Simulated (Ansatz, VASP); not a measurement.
# Two plane-wave programs on As

Contents of INCAR:

```
ALGO = Normal
EDIFF = 1E-6
ENCUT = 500
GGA = PE
GGA_COMPAT = False
ISIF = 2
ISMEAR = -1
LASPH = True
LCHARG = False
LREAL = False
LWAVE = False
NBANDS = 8
NELM = 120
PREC = Accurate
SIGMA = 0.02
```

KPOINTS

```
k-points
0
Gamma
  15 15 15
```

Contents of POSCAR:

```
As
1.0
    2.7036817444      0.0000000000      0.0000000000
    0.0000000000      2.7036817444      0.0000000000
    0.0000000000      0.0000000000      2.7036817444
As
1
Direct
    0.5000000000      0.5000000000      0.5000000000
```

Input for Ansatz:

```yaml
crystal:
  lattice:
    - [2.7036817444, 0.0, 0.0]
    - [0.0, 2.7036817444, 0.0]
    - [0.0, 0.0, 2.7036817444]
  atoms:
    - { symbol: As, position: [0.5, 0.5, 0.5] }
hamiltonian:
  xc: pbe
kpoints:
  mp_grid: { grid: [15, 15, 15] }
scf:
  occupations: { method: fermi_dirac, width: 0.02 }
  convergence: { dr2_threshold: 1.0e-09 }
basis:
  ecutwfc: 600
output:
  eigenvalues: true
  forces: true
  stress: true
```

Alike in both runs: task single point; functional PBE; k mesh 15 × 15 × 15; occupations fermi-dirac, width 0.02 eV; no spin polarisation.

```csv
,VASP,Ansatz
version,VASP 6.6.1,Ansatz 0.2.0
potentials or method,"VASP PAW PBE potentials, release 64 (As), cutoff 500 eV","scalar-relativistic, plane waves, PAW"
valence electrons in the cell,5,15
```

Ansatz gave:

```
gap on the k mesh at the Fermi level (eV) : none
pressure (GPa)                            : 2.4
```

Estimate VASP's values.

gap on the k mesh at the Fermi level (eV): none; pressure (GPa): 2.6.

A gap of «none» marks a metal or a gap that the smearing closes. VASP's potentials hold 5 valence electrons a cell and Ansatz's 15, so a difference there can come from the potentials and not from the codes. Ansatz's warnings: stress scf threshold loose.
